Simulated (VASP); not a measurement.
# Na (Im-3m) in VASP: a series of runs

Aim: see how the results for Na move with the level of theory and the settings. Levels: PBEsol, PBE. Tasks: single point.

All numbers are computed with VASP 6.6.1; they aren't measurements. Logs are shortened: lines on timing, memory, paths and dates and some standing lists are left out, and cuts for length are marked.

### 1 The cell of the first run

Symmetry: Im-3m, No. 229, cubic system. Conventional cell: a = 4.208 Å, b = 4.208 Å, c = 4.208 Å, α = 90.00°, β = 90.00°, γ = 90.00°. Na (site symmetry m-3m) has 14 Na at 3.64 to 4.21 Å within 4.8 Å.

### 2 Single point, PBEsol

INCAR

```
SYSTEM = Na
  ALGO = Normal
  EDIFF = 1E-6
  ENCUT = 500
  GGA = PS
  GGA_COMPAT = .FALSE.
  ISIF = 2
  ISMEAR = -5
  LASPH = .TRUE.
  LCHARG = .FALSE.
  LREAL = .FALSE.
  LWAVE = .FALSE.
  NBANDS = 10
  NELECT = 6.9
  NELM = 120
  PREC = Accurate
  SIGMA = 0.1
```

KPOINTS

```
k-points
0
G
  4 4 4
  0 0 0
```

POSCAR

```
Na
1.0
   -2.1040267987      2.1040267987      2.1040267987
    2.1040267987     -2.1040267987      2.1040267987
    2.1040267987      2.1040267987     -2.1040267987
Na
1
Direct
    0.0000000000      0.0000000000      0.0000000000
```

Potentials or basis: VASP PAW PBE potentials, release 64 (Na_pv).

The run is started by

```sh
$ cat potpaw_PBE.64/Na_pv/POTCAR > POTCAR
$ mpirun -np 1 vasp_std > vasp.out
```

OUTCAR:

```text
SYSTEM = Na
   EDIFF = 1E-6
   ENCUT = 500
   GGA = PS
   ISIF = 2
   ISMEAR = -5
   LASPH = .TRUE.
   LREAL = .FALSE.
   NELECT = 6.9
   NELM = 120
   PREC = Accurate

 ion  position               nearest neighbor table
   1  0.000  0.000  0.000-

  LATTYP: Found a body centered cubic cell.
 ALAT       =     4.2080535974

  Lattice vectors:

 A1 = (  -2.1040267987,   2.1040267987,   2.1040267987)
 A2 = (   2.1040267987,  -2.1040267987,   2.1040267987)
 A3 = (   2.1040267987,   2.1040267987,  -2.1040267987)

Analysis of symmetry for initial positions (statically):
=====================================================================
 Subroutine PRICEL returns:
 Original cell was already a primitive cell.

 Routine SETGRP: Setting up the symmetry group for a
 body centered cubic supercell.

 Subroutine GETGRP returns: Found 48 space group operations
[... 9 lines left out ...]

 Routine SETGRP: Setting up the symmetry group for a
 body centered cubic supercell.

 Subroutine GETGRP returns: Found 48 space group operations
[... 11 lines left out ...]
                                     Primitive cell

  volume of cell :      37.2575

  direct lattice vectors                    reciprocal lattice vectors
    -2.104026799  2.104026799  2.104026799     0.000000000  0.237639559  0.237639559
     2.104026799 -2.104026799  2.104026799     0.237639559  0.000000000  0.237639559
     2.104026799  2.104026799 -2.104026799     0.237639559  0.237639559  0.000000000

  length of vectors
     3.644281316  3.644281316  3.644281316     0.336073087  0.336073087  0.336073087

  position of ions in fractional coordinates (direct lattice)
     0.000000000  0.000000000  0.000000000

  ion indices of the primitive-cell ions
   primitive index   ion index
                 1           1

----------------------------------------------------------------------------------------

 KPOINTS: k-points

Automatic generation of k-mesh.
 Grid dimensions read from file:
 generate k-points for:    4    4    4

 Generating k-lattice:

  Cartesian coordinates                     Fractional coordinates (reciprocal lattice)
     0.000000000  0.059409890  0.059409890     0.250000000  0.000000000  0.000000000
     0.059409890  0.000000000  0.059409890     0.000000000  0.250000000  0.000000000
     0.059409890  0.059409890  0.000000000     0.000000000  0.000000000  0.250000000

  Length of vectors
[... 40 lines left out ...]
   EDIFF  = 0.1E-05   stopping-criterion for ELM
   LREAL  =      F    real-space projection
   EDIFFG = 0.1E-04   stopping-criterion for IOM
   NSW    =      0    number of steps for IOM
   IBRION =     -1    ionic relax: 0-MD 1-quasi-New 2-CG
   NFREE  =      0    steps in history (QN), initial steepest desc. (CG)
   ISIF   =      2    stress and relaxation
   ISYM   =      2    0-nonsym 1-usesym 2-fastsym
   POTIM  = 0.5000    time-step for ionic-motion
   TEBEG  =    0.0;   TEEND  =   0.0 temperature during run
   PSTRESS=    0.0 pullay stress
   NELECT =       6.9000    total number of electrons
   NUPDOWN=      -1.0000    fix difference up-down
   EMIN   =  10.00;   EMAX   =-10.00  energy-range for DOS
   EFERMI =   0.00;   METHOD = LEGACY
   ISMEAR =    -5;   SIGMA  =   0.10  broadening in eV -4-tet -1-fermi 0-gaus
   EFERMI_NEDOS =   21; number of points for ismear=-14 and -15
   IALGO  =     38    algorithm
   IMIX   =      4    mixing-type and parameters
     AMIX     =   0.40;   BMIX     =  1.00
     AMIX_MAG =   1.60;   BMIX_MAG =  1.00
  volume/ion in A,a.u.               =      37.26       251.43
  Fermi-wavevector in a.u.,A,eV,Ry     =   0.933154  1.763405 11.847629  0.870776
  Thomas-Fermi vector in A             =   2.059826
   LORBIT       =      0    0 simple, 1 ext, 2 COOP (PROOUT), +10 PAW based schemes
   GGA     = PS    functional components
   LHFCALC =     F    Hartree Fock is set to
   AEXX    =    0.0000 exact exchange contribution
   IVDW    =     0    specifies the selected vdW correction
   LEPSILON=     F    determine dielectric tensor
   LRPA    =     F    only Hartree local field effects (RPA)
 non-spin polarized calculation
 Fermi weights with tetrahedron method with Bloechl corrections
  energy-cutoff  :      500.00
  volume of cell :       37.26
 maximum number of plane-waves:       962
 NGX is ok and might be reduce to    28
   NGX = 13   NGY = 13   NGZ = 13

 number of electron       6.9000007 magnetization

 Free energy of the ion-electron system (eV)
  ---------------------------------------------------
  ext. energy  EPLUGINS =         0.00000000
  ---------------------------------------------------
  free energy    TOTEN  =        -1.48375061 eV

  energy without entropy =       -1.48375061  energy(sigma->0) =       -1.48375061

 E-fermi :   0.3711     XC(G=0):  -6.3407

 val. band max:       -0.6713300234   @ k =  -0.2500   0.2500   0.2500
 cond. band min:       0.3693774128   @ k =   0.2500   0.2500   0.0000
 fundamental gap:      1.0407074362
 Fermi energy:         0.3710633213

 k-point     1 :       0.0000    0.0000    0.0000
  band No.  band energies     occupation
      1     -24.4396      2.00000
      2     -24.4396      2.00000
      3     -24.4396      2.00000
      4      -2.8230      2.00000
      5      12.1430      0.00000
      6      12.1430      0.00000
      7      12.1430      0.00000
      8      13.1478      0.00000
      9      13.1478      0.00000
     10      13.6913      0.00000
[... 79 lines left out ...]
 k-point     8 :       0.5000    0.5000    0.5000
  band No.  band energies     occupation
      1     -24.4650      2.00000
      2     -24.4650      2.00000
      3     -24.4650      2.00000
      4       4.9552     -0.13133
      5       4.9552      0.00000
      6       5.3141      0.00000
      7       5.3141      0.00000
      8       5.3141      0.00000
      9       8.1347      0.00000
     10      19.8621      0.00000

------------------------ aborting loop because EDIFF is reached ----------------------------------------

  FORCE on cell =-STRESS in cart. coord.  units (eV):
  Direction    XX          YY          ZZ          XY          YZ          ZX
  --------------------------------------------------------------------------------------
  -------------------------------------------------------------------------------------
  Total       -0.3562266     -0.3562266     -0.3562266      0.0000000     -0.0000000      0.0000000
  in kB      -15.3187431    -15.3187431    -15.3187431      0.0000000     -0.0000000      0.0000000
  external PRESSURE =     -15.3187431 kB  Pullay stress =       0.0000000 kB

 VOLUME and BASIS-vectors are now :
 -----------------------------------------------------------------------------
  energy-cutoff  :      500.00
  volume of cell :       37.26
      direct lattice vectors                 reciprocal lattice vectors
    -2.104026799  2.104026799  2.104026799     0.000000000  0.237639559  0.237639559
     2.104026799 -2.104026799  2.104026799     0.237639559  0.000000000  0.237639559
     2.104026799  2.104026799 -2.104026799     0.237639559  0.237639559  0.000000000

 POSITION                                       TOTAL-FORCE (eV/Angst)
 -----------------------------------------------------------------------------------
      0.00000      0.00000      0.00000         0.000000      0.000000      0.000000
 -----------------------------------------------------------------------------------
    total drift:                               -0.000000     -0.000000     -0.000000

  FREE ENERGIE OF THE ION-ELECTRON SYSTEM (eV)
  ---------------------------------------------------
  free  energy   TOTEN  =        -1.4837506142 eV

  energy  without entropy=       -1.4837506142  energy(sigma->0) =       -1.48375061
```

OSZICAR:

```text
N       E                     dE             d eps       ncg     rms          rms(c)
DAV:   1     0.250611009903E+02    0.25061E+02   -0.38831E+03   164   0.606E+02
DAV:   2    -0.950477460423E+00   -0.26012E+02   -0.25825E+02   160   0.128E+02
DAV:   3    -0.147722262857E+01   -0.52675E+00   -0.52635E+00   212   0.216E+01
DAV:   4    -0.148232594474E+01   -0.51033E-02   -0.50964E-02   194   0.219E+00
DAV:   5    -0.148240786833E+01   -0.81924E-04   -0.81828E-04   208   0.287E-01    0.266E-01
DAV:   6    -0.148366357051E+01   -0.12557E-02   -0.59164E-03   182   0.102E+00    0.115E-01
DAV:   7    -0.148372928083E+01   -0.65710E-04   -0.11561E-03   192   0.417E-01    0.447E-02
DAV:   8    -0.148375394123E+01   -0.24660E-04   -0.57461E-05   182   0.985E-02    0.740E-03
DAV:   9    -0.148375030083E+01    0.36404E-05   -0.14185E-05   196   0.568E-02    0.117E-03
DAV:  10    -0.148375061422E+01   -0.31339E-06    0.32104E-07   140   0.631E-03
   1 F= -.14837506E+01 E0= -.14837506E+01  d E =0.000000E+00
```

stdout:

```text
POSCAR found type information on POSCAR Na
 POSCAR found :  1 types and       1 ions
 scaLAPACK will be used
 -----------------------------------------------------------------------------
|                                                                             |
[... 26 lines left out ...]
|     occupations, so forces and stress will be inaccurate. We suggest        |
|     using a different smearing scheme ISMEAR = 1 or 2 for metals in         |
|     relaxations.                                                            |
|                                                                             |
 -----------------------------------------------------------------------------
```

Wall time 9.5 s (1 thread of Intel Xeon 8259CL, shared host); peak memory 0.14 GiB.

Results:

```yaml
Free_energy: -1.4838 eV
```

Caveat: the k points lie up to 0.53 Å⁻¹ apart; the cell carries a net charge on a neutralising background, which shifts energy and pressure; the cell is charged against a uniform background, so pressure and absolute levels hang on convention; the PAW data sets were made with another functional, which shifts forces and pressure a little; tetrahedron occupations give inexact forces and stress in metals.

### 3 Single point, PBE

This run uses another cell than the first one, of 12.90 Å³/atom, 0.346 times its volume.

INCAR

```
SYSTEM = Na
PREC     = Accurate       ! precision mode
ENCUT    = 500            ! plane-wave cutoff, eV
EDIFF    = 1E-6           ! SCF threshold, eV
ISMEAR   = 0              ! smearing method
SIGMA    = 0.1            ! smearing width, eV
LREAL    = .FALSE.        ! projectors in reciprocal space
LASPH    = .TRUE.         ! aspherical terms in the spheres
NELM     = 120            ! most SCF steps
ALGO     = Normal         ! electronic algorithm
ISIF     = 2              ! what is computed and relaxed
LWAVE    = .FALSE.        ! write WAVECAR
LCHARG   = .TRUE.         ! write CHGCAR
GGA      = PE             ! functional
LELF     = .TRUE.         ! ELF
LVHAR    = .TRUE.       
NBANDS   = 10             ! bands
GGA_COMPAT= .FALSE.
```

KPOINTS

```
regular mesh
0
G
  8 8 8
  0 0 0
```

POSCAR

```
Na
1.0
   -1.4774989646      1.4774989646      1.4774989646
    1.4774989646     -1.4774989646      1.4774989646
    1.4774989646      1.4774989646     -1.4774989646
Na
1
Direct
    0.0000000000      0.0000000000      0.0000000000
```

Potentials or basis: VASP PAW PBE potentials, release 64 (Na_pv).

The run is started by

```sh
$ cat potpaw_PBE.64/Na_pv/POTCAR > POTCAR
$ mpirun -np 1 vasp_std > vasp.out
```

It took 8.1 s on 1 thread of Intel Xeon 8259CL, shared host; peak memory 0.12 GiB.

Results (log left out):

```
Free energy : 0.5941 eV
Pressure    : 60.1 GPa
```

Levels at points of the mesh, in eV from the Fermi level:
```csv
k point,band 1,band 2,band 3,band 4,band 5,band 6,band 7
"(0.00, 0.00, 0.00)",-25.77,-25.77,-25.77,-6.63,19.78,19.78,19.78
"(0.50, 0.00, 0.00)",-26.64,-26.00,-25.79,1.13,1.95,12.74,16.91
"(0.50, 0.50, 0.50)",-26.30,-26.30,-26.30,5.31,5.31,9.99,9.99
```

Caveat: the k points lie up to 0.38 Å⁻¹ apart.

### 4 Single point, PBE, collinear spin, zero start

This run uses another cell than the first one, of 35.51 Å³/atom, 0.953 times its volume.

INCAR

```
SYSTEM = Na
ALGO = Normal
EDIFF = 1E-6
ENCUT = 500
GGA = PE
GGA_COMPAT = .FALSE.
ISIF = 2
ISMEAR = 0
ISPIN = 2
ISYM = 0
LASPH = .TRUE.
LCHARG = .TRUE.
LELF = .TRUE.
LORBIT = 11
LREAL = .FALSE.
LVHAR = .TRUE.
LWAVE = .FALSE.
MAGMOM = 0
NBANDS = 14
NELM = 200
PREC = Accurate
SIGMA = 0.1
```

KPOINTS

```
Automatic mesh
0
Gamma
  2 2 3
  0.22 0.84 0.85
```

POSCAR

```
Na
1.0
   -2.0705333685      2.0705333685      2.0705333685
    2.0705333685     -2.0705333685      2.0705333685
    2.0705333685      2.0705333685     -2.0705333685
Na
1
Direct
    0.0000000000      0.0000000000      0.0000000000
```

The run is started by

```sh
$ cat potpaw_PBE.64/Na_pv/POTCAR > POTCAR
$ mpirun -np 1 vasp_std > vasp.out
```

It used 19 s of CPU time on 1 thread of Intel Xeon 8259CL, with other jobs on the host.

Results (log left out):

```yaml
Free_energy: -1.1877 eV
Pressure: 0.6 GPa
Net_moment: 0.00 μB per cell
Valence_electrons_inside_the_program's_atomic_spheres: Na 6.07
```

Stress tensor (GPa, compression positive):
```
 0.15  0.09 -1.01
 0.09  0.93 -1.29
-1.01 -1.29  0.78
```

Levels at points of the mesh, in eV from the Fermi level:
Spin up:
```csv
k point,band 1,band 2,band 3,band 4,band 5,band 6
"(0.11, -0.08, -0.05)",-24.91,-24.91,-24.91,-3.22,10.11,10.59
```
Spin down:
```csv
k point,band 1,band 2,band 3,band 4,band 5,band 6
"(0.11, -0.08, -0.05)",-24.91,-24.91,-24.91,-3.22,10.11,10.59
```

Caveat: the k points lie up to 1.07 Å⁻¹ apart.

### 5 Single point, PBE

INCAR

```
SYSTEM = Na
PREC     = Accurate       ! precision mode
ENCUT    = 500            ! plane-wave cutoff, eV
EDIFF    = 1E-6           ! SCF threshold, eV
ISMEAR   = 0              ! smearing method
SIGMA    = 0.1            ! smearing width, eV
LREAL    = .FALSE.        ! projectors in reciprocal space
LASPH    = .TRUE.         ! aspherical terms in the spheres
NELM     = 120            ! most SCF steps
ALGO     = Normal         ! electronic algorithm
ISIF     = 2              ! what is computed and relaxed
LWAVE    = .FALSE.        ! write WAVECAR
LCHARG   = .TRUE.         ! write CHGCAR
GGA      = PE             ! functional
LELF     = .TRUE.         ! ELF
LVHAR    = .TRUE.       
NBANDS   = 10             ! bands
GGA_COMPAT= .FALSE.
```

KPOINTS

```
regular mesh
0
G
  6 6 6
  0 0 0
```

POSCAR

```
Na
1.0
   -2.1040267987      2.1040267987      2.1040267987
    2.1040267987     -2.1040267987      2.1040267987
    2.1040267987      2.1040267987     -2.1040267987
Na
1
Direct
    0.0000000000      0.0000000000      0.0000000000
```

The run is started by

```sh
$ cat potpaw_PBE.64/Na_pv/POTCAR > POTCAR
$ mpirun -np 1 vasp_std > vasp.out
```

It used 9.5 s of CPU time on 1 thread of Intel Xeon 8259CL, on a shared host.

The run converged. Its results:

```
Free energy : -1.2807 eV
Pressure    : 0.0 GPa
```

Levels at points of the mesh, in eV from the Fermi level:
```
           k point  band 1  band 2  band 3  band 4  band 5  band 6  band 7
(0.00, 0.00, 0.00)  -24.93  -24.93  -24.93   -3.30   11.67   11.67   11.67
(0.50, 0.00, 0.00)  -24.97  -24.95  -24.93    0.73    1.18    8.16    9.09
(0.50, 0.50, 0.50)  -24.96  -24.96  -24.96    4.48    4.48    4.85    4.85
```

### 6 Overview

| spin | cell | k mesh | gap on the mesh (eV) | pressure (GPa) |
| --- | --- | --- | --- | --- |
| off | a = 2.559 Å, angles 109.5°, 1 atom | 8 × 8 × 8 | none | 60.1 |
| collinear, zero start | a = 3.586 Å, angles 109.5°, 1 atom | 2 × 2 × 3, shifted | none | 0.6 |
| off | a = 3.644 Å, angles 109.5°, 1 atom | 6 × 6 × 6 | none | 0.0 |

Alike in all rows: task single point; level PBE; potentials or basis VASP PAW PBE potentials, release 64 (Na_pv); cutoff (eV) 500; smearing gaussian 0.1 eV.

Caveats: some runs use coarse meshes.

Total energies depend on the potentials used, so only differences within one code and one set of settings carry meaning.
